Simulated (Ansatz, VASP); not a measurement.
## One calculation of Sr, two programs

```xyz
1
Lattice="-1.9862 1.9862 1.9862 1.9862 -1.9862 1.9862 1.9862 1.9862 -1.9862" Properties=species:S:1:pos:R:3 pbc="T T T"
Sr    0.0000    0.0000    0.0000
```

Change from the starting cell: volume scaled by 0.58, LAPW.

Alike in both runs: task single point; functional PBE; k mesh 11 × 11 × 11; occupations fermi-dirac, width 0.05 eV; no spin polarisation.

|  | VASP | Ansatz |
| --- | --- | --- |
| version | VASP 6.6.1 | Ansatz 0.2.0 |
| potentials or method | VASP PAW PBE potentials, release 64 (Sr_sv), cutoff 520 eV | all-electron LAPW, scalar-relativistic |

VASP gave:

* pressure (GPa): 15.2

Q: Which values does Ansatz return?

A: Pressure (GPa): 15.1.

Ansatz ran all-electron here, and VASP with PAW potentials.
